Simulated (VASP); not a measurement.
# Cu (I4/mmm) in VASP: single point with PBE

Aim: the single point of Cu with PBE.

Everything below comes from runs of VASP 6.6.1. Logs are shortened: lines on timing, memory, paths and dates and some standing lists are left out, and cuts for length are marked.

### 1 The cell of the first run

The typed cell holds 1 atom: a = 2.514 Å, b = 2.514 Å, c = 2.514 Å, α = 119.98°, β = 119.98°, γ = 90.03°.

### 2 Single point, PBE (11.23 Å³/atom)

Contents of INCAR:

```
  PREC = Accurate
  ENCUT = 820
  EDIFF = 1E-6
  ISMEAR = 0
  SIGMA = 0.1
  LREAL = F
  LASPH = T
  NELM = 120
  ALGO = Normal
  ISIF = 2
  LWAVE = F
  LCHARG = T
  GGA = PE
  LELF = T
  LVHAR = T
  NBANDS = 16
  GGA_COMPAT = F
```

Contents of KPOINTS:

```
regular mesh
0
Gamma
  30 30 30
```

Contents of POSCAR:

```
Cu
1.0
   -1.2571965511      1.2571965511      1.7770166904
    1.2571965511     -1.2571965511      1.7770166904
    1.2571965511      1.2571965511     -1.7770166904
Cu
1
Direct
    0.5000000000      0.5000000000      0.0000000000
```

Potentials or basis: VASP PAW PBE potentials, release 64 (Cu_sv_GW).

Started as:

```bash
$ cat potpaw_PBE.64/Cu_sv_GW/POTCAR > POTCAR
$ mpirun -np 1 vasp_std > vasp.out
```

OUTCAR:

```text
PREC = Accurate
   ENCUT = 820
   EDIFF = 1E-6
   ISMEAR = 0
   LREAL = F
   LASPH = T
   NELM = 120
   ISIF = 2
   GGA = PE

 ion  position               nearest neighbor table
   1  0.500  0.500  0.000-

  LATTYP: Found a body centered tetragonal cell.
 ALAT       =     2.5143931022
 C/A-ratio  =     1.4134756326

  Lattice vectors:

 A1 = (  -1.2571965511,   1.2571965511,   1.7770166904)
 A2 = (   1.2571965511,  -1.2571965511,   1.7770166904)
 A3 = (   1.2571965511,   1.2571965511,  -1.7770166904)

Analysis of symmetry for initial positions (statically):
=====================================================================
 Subroutine PRICEL returns:
 Original cell was already a primitive cell.

 Routine SETGRP: Setting up the symmetry group for a
 body centered tetragonal supercell.

 Subroutine GETGRP returns: Found 16 space group operations
 (whereof 16 operations were pure point group operations)
 out of a pool of 16 trial point group operations.

The static configuration has the point symmetry D_4h.

Analysis of symmetry for dynamics (positions and initial velocities):
=====================================================================
 Subroutine PRICEL returns:
 Original cell was already a primitive cell.

 Routine SETGRP: Setting up the symmetry group for a
 body centered tetragonal supercell.

 Subroutine GETGRP returns: Found 16 space group operations
 (whereof 16 operations were pure point group operations)
 out of a pool of 16 trial point group operations.

The dynamic configuration has the point symmetry D_4h.

 Subroutine INISYM returns: Found 16 space group operations
 (whereof 16 operations are pure point group operations),
 and found     1 'primitive' translations

----------------------------------------------------------------------------------------

                                     Primitive cell

  volume of cell :      11.2346

  direct lattice vectors                    reciprocal lattice vectors
    -1.257196551  1.257196551  1.777016690     0.000000000  0.397710286  0.281370458
     1.257196551 -1.257196551  1.777016690     0.397710286  0.000000000  0.281370458
     1.257196551  1.257196551 -1.777016690     0.397710286  0.397710286  0.000000000

  length of vectors
     2.513737189  2.513737189  2.513737189     0.487178413  0.487178413  0.562447280

  position of ions in fractional coordinates (direct lattice)
     0.500000000  0.500000000  0.000000000

  ion indices of the primitive-cell ions
   primitive index   ion index
                 1           1

----------------------------------------------------------------------------------------

 KPOINTS: regular mesh

Automatic generation of k-mesh.
 Grid dimensions read from file:
 generate k-points for:   30   30   30

 Generating k-lattice:

  Cartesian coordinates                     Fractional coordinates (reciprocal lattice)
     0.000000000  0.013257010  0.009379015     0.033333333  0.000000000  0.000000000
     0.013257010  0.000000000  0.009379015     0.000000000  0.033333333  0.000000000
     0.013257010  0.013257010  0.000000000     0.000000000  0.000000000  0.033333333

  Length of vectors
     0.016239280  0.016239280  0.018748243

  Shift w.r.t. Gamma in fractional coordinates (k-lattice)
     0.000000000  0.000000000  0.000000000

 Subroutine IBZKPT returns following result:
 ===========================================

 Found   1992 irreducible k-points:

 Following reciprocal coordinates:
            Coordinates               Weight
  0.000000  0.000000  0.000000      1.000000
  0.033333 -0.000000  0.000000      8.000000
  0.066667  0.000000  0.000000      8.000000
  0.100000 -0.000000  0.000000      8.000000
  0.133333 -0.000000  0.000000      8.000000
  0.166667  0.000000 -0.000000      8.000000
[... 16 lines left out ...]
  0.233333  0.033333  0.000000     16.000000
  0.266667  0.033333  0.000000     16.000000
 [... further k-points ...]
   k-points           NKPTS =   1992   k-points in BZ     NKDIM =   1992   number of bands    NBANDS=     16
   number of dos      NEDOS =    301   number of ions     NIONS =      1
   total plane-waves  NPLWV =  13824
   dimension x,y,z NGX =    24 NGY =   24 NGZ =   24
   dimension x,y,z NGXF=    48 NGYF=   48 NGZF=   48
   ions per type =               1
   NGX,Y,Z   is equivalent  to a cutoff of  15.87, 15.87, 15.87 a.u.
   NGXF,Y,Z  is equivalent  to a cutoff of  31.74, 31.74, 31.74 a.u.
 SYSTEM =  unknown system
   PREC   = accura    normal or accurate (medium, high low for compatibility)
   ISTART =      0    job   : 0-new  1-cont  2-samecut
   ICHARG =      2    charge: 1-file 2-atom 10-const
   ISPIN  =      1    spin polarized calculation?
   LNONCOLLINEAR =      F non collinear calculations
   LSORBIT =      F    spin-orbit coupling
   LASPH  =      T    aspherical Exc in radial PAW
   ENCUT  =  820.0 eV  60.27 Ry    7.76 a.u.   5.87  5.87  5.87*2*pi/ulx,y,z
   NELM   =    120;   NELMIN=  2; NELMDL= -5     # of ELM steps
   EDIFF  = 0.1E-05   stopping-criterion for ELM
   LREAL  =      F    real-space projection
   EDIFFG = 0.1E-04   stopping-criterion for IOM
   NSW    =      0    number of steps for IOM
   IBRION =     -1    ionic relax: 0-MD 1-quasi-New 2-CG
   NFREE  =      0    steps in history (QN), initial steepest desc. (CG)
   ISIF   =      2    stress and relaxation
   ISYM   =      2    0-nonsym 1-usesym 2-fastsym
   POTIM  = 0.5000    time-step for ionic-motion
   TEBEG  =    0.0;   TEEND  =   0.0 temperature during run
   PSTRESS=    0.0 pullay stress
   NELECT =      19.0000    total number of electrons
   NUPDOWN=      -1.0000    fix difference up-down
   EMIN   =  10.00;   EMAX   =-10.00  energy-range for DOS
   EFERMI =   0.00;   METHOD = LEGACY
   ISMEAR =     0;   SIGMA  =   0.10  broadening in eV -4-tet -1-fermi 0-gaus
   EFERMI_NEDOS =   21; number of points for ismear=-14 and -15
   IALGO  =     38    algorithm
   IMIX   =      4    mixing-type and parameters
     AMIX     =   0.40;   BMIX     =  1.00
     AMIX_MAG =   1.60;   BMIX_MAG =  1.00
  volume/ion in A,a.u.               =      11.23        75.81
  Fermi-wavevector in a.u.,A,eV,Ry     =   1.950474  3.685861 51.761287  3.804347
  Thomas-Fermi vector in A             =   2.977995
   LORBIT       =      0    0 simple, 1 ext, 2 COOP (PROOUT), +10 PAW based schemes
   GGA     = PE    functional components
   LHFCALC =     F    Hartree Fock is set to
   AEXX    =    0.0000 exact exchange contribution
   IVDW    =     0    specifies the selected vdW correction
   LEPSILON=     F    determine dielectric tensor
   LRPA    =     F    only Hartree local field effects (RPA)
 non-spin polarized calculation
 Gauss-broadening in eV      SIGMA  =   0.10
  energy-cutoff  :      820.00
  volume of cell :       11.23
 maximum number of plane-waves:       612
   NGX = 11   NGY = 11   NGZ = 11

 number of electron      18.9999990 magnetization

 Free energy of the ion-electron system (eV)
  ---------------------------------------------------
  ext. energy  EPLUGINS =         0.00000000
  ---------------------------------------------------
  free energy    TOTEN  =        -3.77641921 eV

  energy without entropy =       -3.77518269  energy(sigma->0) =       -3.77580095

 E-fermi :   8.2518     XC(G=0): -13.6823

 val. band max:        8.2512376752   @ k =  -0.1333  -0.4333   0.0333
 cond. band min:       8.2601241516   @ k =  -0.2667   0.4000   0.1000
 fundamental gap:      0.0088864764
 Fermi energy:         8.2518393881

 k-point     1 :       0.0000    0.0000    0.0000
  band No.  band energies     occupation
      1    -104.4946      2.00000
      2     -61.7954      2.00000
      3     -61.7954      2.00000
      4     -61.7954      2.00000
      5      -1.5817      2.00000
      6       5.0601      2.00000
[... 8 lines left out ...]
     15      36.6844      0.00000
     16      36.6861      0.00000

 k-point     2 :       0.0333   -0.0000    0.0000
  band No.  band energies     occupation
      1    -104.4943      2.00000
      2     -61.7966      2.00000
      3     -61.7956      2.00000
      4     -61.7956      2.00000
      5      -1.5397      2.00000
      6       5.0512      2.00000
[... 8 lines left out ...]
     15      36.8969      0.00000
     16      36.8981      0.00000

 k-point     3 :       0.0667    0.0000    0.0000
  band No.  band energies     occupation
      1    -104.4937      2.00000
      2     -61.8007      2.00000
      3     -61.7961      2.00000
      4     -61.7961      2.00000
      5      -1.4139      2.00000
      6       5.0230      2.00000
[... 8 lines left out ...]
     15      37.4202      0.00000
     16      37.4213      0.00000

 k-point     4 :       0.1000   -0.0000    0.0000
  band No.  band energies     occupation
      1    -104.4925      2.00000
      2     -61.8073      2.00000
      3     -61.7969      2.00000
      4     -61.7968      2.00000
      5      -1.2060      2.00000
      6       4.9792      2.00000
[... 8 lines left out ...]
     15      38.0896      0.00000
     16      38.0901      0.00000

 k-point     5 :       0.1333   -0.0000    0.0000
  band No.  band energies     occupation
      1    -104.4913      2.00000
      2     -61.8166      2.00000
      3     -61.7983      2.00000
      4     -61.7982      2.00000
      5      -0.9189      2.00000
      6       4.9245      2.00000
[... 8 lines left out ...]
     15      38.5686      0.00000
     16      38.7508      0.00000

 k-point     6 :       0.1667    0.0000   -0.0000
  band No.  band energies     occupation
      1    -104.4897      2.00000
      2     -61.8276      2.00000
      3     -61.7998      2.00000
      4     -61.7998      2.00000
      5      -0.5574      2.00000
      6       4.8658      2.00000
[... 8 lines left out ...]
     15      38.5589      0.00000
     16      39.0652      0.00000

 k-point     7 :       0.2000   -0.0000    0.0000
  band No.  band energies     occupation
      1    -104.4881      2.00000
      2     -61.8401      2.00000
      3     -61.8017      2.00000
      4     -61.8016      2.00000
      5      -0.1288      2.00000
      6       4.8125      2.00000
[... 8 lines left out ...]
     15      38.5827      0.00000
     16      38.6538      0.00000

 k-point     8 :       0.2333    0.0000   -0.0000
  band No.  band energies     occupation
      1    -104.4863      2.00000
      2     -61.8536      2.00000
      3     -61.8038      2.00000
      4     -61.8037      2.00000
      5       0.3554      2.00000
      6       4.7776      2.00000
[... 8 lines left out ...]
     15      37.8809      0.00000
     16      37.9032      0.00000

 k-point     9 :       0.2667   -0.0000    0.0000
  band No.  band energies     occupation
      1    -104.4846      2.00000
      2     -61.8676      2.00000
      3     -61.8059      2.00000
      4     -61.8058      2.00000
      5       0.8764      2.00000
      6       4.7797      2.00000
[... 8 lines left out ...]
     15      37.0779      0.00000
     16      37.1001      0.00000
[... 172 lines left out ...]
 k-point    19 :       0.1000    0.0333    0.0000
  band No.  band energies     occupation
      1    -104.4920      2.00000
      2     -61.8107      2.00000
      3     -61.7987      2.00000
      4     -61.7968      2.00000
      5      -1.0822      2.00000
      6       4.9490      2.00000
[... 8 lines left out ...]
     15      37.6040      0.00000
     16      37.7772      0.00000

 k-point    20 :       0.1333    0.0333    0.0000
  band No.  band energies     occupation
      1    -104.4906      2.00000
      2     -61.8206      2.00000
      3     -61.8003      2.00000
      4     -61.7980      2.00000
      5      -0.7702      2.00000
      6       4.8916      2.00000
[... 8 lines left out ...]
     15      37.7540      0.00000
     16      38.2228      0.00000

 k-point    21 :       0.1667    0.0333   -0.0000
  band No.  band energies     occupation
      1    -104.4891      2.00000
      2     -61.8321      2.00000
      3     -61.8023      2.00000
      4     -61.7996      2.00000
      5      -0.3859      2.00000
      6       4.8331      2.00000
[... 8 lines left out ...]
     15      37.6835      0.00000
     16      38.2842      0.00000

 k-point    22 :       0.2000    0.0333    0.0000
  band No.  band energies     occupation
      1    -104.4874      2.00000
      2     -61.8449      2.00000
      3     -61.8043      2.00000
      4     -61.8015      2.00000
      5       0.0620      2.00000
      6       4.7834      2.00000
[... 8 lines left out ...]
     15      37.5725      0.00000
     16      37.6038      0.00000

 k-point    23 :       0.2333    0.0333    0.0000
  band No.  band energies     occupation
      1    -104.4856      2.00000
      2     -61.8584      2.00000
      3     -61.8064      2.00000
      4     -61.8035      2.00000
      5       0.5600      2.00000
      6       4.7568      2.00000
[... 8 lines left out ...]
     15      36.7515      0.00000
     16      37.3930      0.00000

 k-point    24 :       0.2667    0.0333    0.0000
  band No.  band energies     occupation
      1    -104.4839      2.00000
      2     -61.8721      2.00000
      3     -61.8087      2.00000
      4     -61.8055      2.00000
      5       1.0862      2.00000
      6       4.7737      2.00000
[... 8 lines left out ...]
     15      35.9478      0.00000
     16      37.0755      0.00000

 [... further k-points ...]

------------------------ aborting loop because EDIFF is reached ----------------------------------------

  FORCE on cell =-STRESS in cart. coord.  units (eV):
  Direction    XX          YY          ZZ          XY          YZ          ZX
  --------------------------------------------------------------------------------------
  -------------------------------------------------------------------------------------
  Total        0.6139862      0.6139862      0.6166505      0.0000000     -0.0000000      0.0000000
  in kB       87.5611309     87.5611309     87.9410845      0.0000000     -0.0000000      0.0000000
  external PRESSURE =      87.6877821 kB  Pullay stress =       0.0000000 kB

 VOLUME and BASIS-vectors are now :
 -----------------------------------------------------------------------------
  energy-cutoff  :      820.00
  volume of cell :       11.23
      direct lattice vectors                 reciprocal lattice vectors
    -1.257196551  1.257196551  1.777016690     0.000000000  0.397710286  0.281370458
     1.257196551 -1.257196551  1.777016690     0.397710286  0.000000000  0.281370458
     1.257196551  1.257196551 -1.777016690     0.397710286  0.397710286  0.000000000

 POSITION                                       TOTAL-FORCE (eV/Angst)
 -----------------------------------------------------------------------------------
      0.00000      0.00000      1.77702        -0.000000     -0.000000      0.000000
 -----------------------------------------------------------------------------------
    total drift:                               -0.000000      0.000000      0.000000

  FREE ENERGIE OF THE ION-ELECTRON SYSTEM (eV)
  ---------------------------------------------------
  free  energy   TOTEN  =        -3.7764192100 eV

  energy  without entropy=       -3.7751826936  energy(sigma->0) =       -3.77580095
```

Run time: 8 min. Hardware: 1 thread of Intel Xeon Platinum 8375C at 2.90GHz (Ice Lake), shared host; peak memory 0.88 GiB.

Results:

```yaml
Free_energy: -3.7764 eV
Pressure: 8.8 GPa
Band_gap_on_the_k_mesh: zero (an odd number of electrons rules out a gap without spin polarisation)
```

Levels at points of the mesh, in eV from the Fermi level:
```csv
k point,band 8,band 9,band 10,band 11,band 12,band 13
"(0.00, 0.00, 0.00)",-3.19,-2.29,-2.29,22.97,25.97,25.97
"(0.50, 0.00, 0.00)",-1.67,-1.67,-1.24,3.98,21.43,22.77
"(0.50, 0.50, 0.00)",-1.51,-1.51,1.36,7.42,13.40,13.40
"(0.50, 0.50, 0.50)",-1.51,-1.51,1.38,7.44,13.38,13.38
```

Caveat: the cell stands under pressure.
